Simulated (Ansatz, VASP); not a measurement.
# One calculation of Al, two programs

INCAR

```
SYSTEM = Al
PREC = Accurate
ENCUT = 520
EDIFF = 1E-6
ISMEAR = 0
SIGMA = 0.15
LREAL = .False.
LASPH = .True.
NELM = 100
ALGO = Fast
ISIF = 2
LWAVE = .False.
LCHARG = .False.
GGA = PE
IVDW = 12
NBANDS = 14
```

Contents of KPOINTS:

```
regular mesh
0
Gamma
  18 18 6
  0 0 0
```

POSCAR

```
Al
1.0
    2.8419660449      0.0000000000      0.0000000000
   -1.4209830224      2.4612147915      0.0000000000
    0.0000000000      0.0000000000      9.7908572212
Al
4
Direct
    0.0000000000      0.0000000000      0.0000000000
    0.3333333333      0.6666666667      0.2500000000
    0.0000000000      0.0000000000      0.5000000000
    0.6666666667      0.3333333333      0.7500000000
```

Input for Ansatz:

```yaml
crystal:
  lattice:
    - [2.8419660449, 0.0, 0.0]
    - [-1.4209830224, 2.4612147915, 0.0]
    - [0.0, 0.0, 9.7908572212]
  atoms:
    - { symbol: Al, position: [0.0, 0.0, 0.0] }
    - { symbol: Al, position: [0.3333333333, 0.6666666667, 0.25] }
    - { symbol: Al, position: [0.0, 0.0, 0.5] }
    - { symbol: Al, position: [0.6666666667, 0.3333333333, 0.75] }
basis:
  ecutwfc: 420
kpoints:
  mp_grid: { grid: [18, 18, 6] }
hamiltonian:
  xc: pbe
  dispersion: d3bj
scf:
  occupations: { method: gaussian, width: 0.15 }
output:
  forces: true
  stress: true
  eigenvalues: true
```

Alike in both runs: task single point; functional PBE; dispersion D3(BJ); k mesh 18 × 18 × 6; occupations gaussian, width 0.15 eV; no spin polarisation.

|  | VASP | Ansatz |
| --- | --- | --- |
| version | VASP 6.6.1 | Ansatz 0.2.0 |
| potentials or method | VASP PAW PBE potentials, release 64 (Al), cutoff 520 eV | scalar-relativistic, plane waves, PAW |
| valence electrons in the cell | 12 | 12 |

VASP gave:

- gap on the k mesh at the Fermi level (eV): none
- pressure (GPa): -5.3
- traceless stress, the component that is largest in VASP (GPa): -1.50

Which values does Ansatz return?

gap on the k mesh at the Fermi level (eV): none; pressure (GPa): -5.3; traceless stress, the component that is largest in VASP (GPa): -1.51.

A gap of «none» marks a metal or a gap that the smearing closes.
